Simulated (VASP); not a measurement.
Here is a VASP 6.6.1 calculation.

Contents of INCAR:

```
SYSTEM = NiN2
PREC = Accurate
ENCUT = 1330
EDIFF = 1E-6
ISMEAR = 0
SIGMA = 0.1
LREAL = .False.
LASPH = .True.
NELM = 120
ALGO = Normal
ISIF = 2
LWAVE = .False.
LCHARG = .False.
GGA = PE
NBANDS = 37
GGA_COMPAT = .False.
```

Contents of KPOINTS:

```
Automatic mesh
0
Gamma
  4 4 6
  0 0 0
```

File POSCAR:

```
NiN2
1.0
    3.7521231753      0.0000000000      0.0000000000
    0.0000000000      4.6318035590      0.0000000000
    0.0000000000      0.0000000000      2.8657805175
Ni N
2 4
Direct
    0.5000000000      0.5000000000      0.5000000000
    0.0000000000      0.0000000000      0.0000000000
    0.3674578402      0.9154561392      0.5000000000
    0.8674578402      0.5845438608      0.0000000000
    0.6325421598      0.0845438608      0.5000000000
    0.1325421598      0.4154561392      0.0000000000
```

Potentials or basis: VASP PAW PBE potentials, release 64 (Ni_sv_GW, N_h).

The run is started by

```bash
$ cat potpaw_PBE.64/Ni_sv_GW/POTCAR potpaw_PBE.64/N_h/POTCAR > POTCAR
$ mpirun -np 1 vasp_std > vasp.out
```

Q: Estimate the largest force.

A: 0.010 eV/Å.

Q: Predict the pressure.

A: 0.1 GPa.

Q: Estimate the band gap on the k mesh.

A: Zero (bands 28 and 29 overlap by 0.21 eV).

Stress tensor (GPa, compression positive):
```
 0.20  0.00  0.00
 0.00 -0.07  0.00
 0.00  0.00  0.15
```

Caveat: the k points lie up to 0.42 Å⁻¹ apart; the run has no spin polarisation, though such a crystal can be magnetic. Spin polarisation is off, so any magnetic state and its effect on volume and gap are missing.
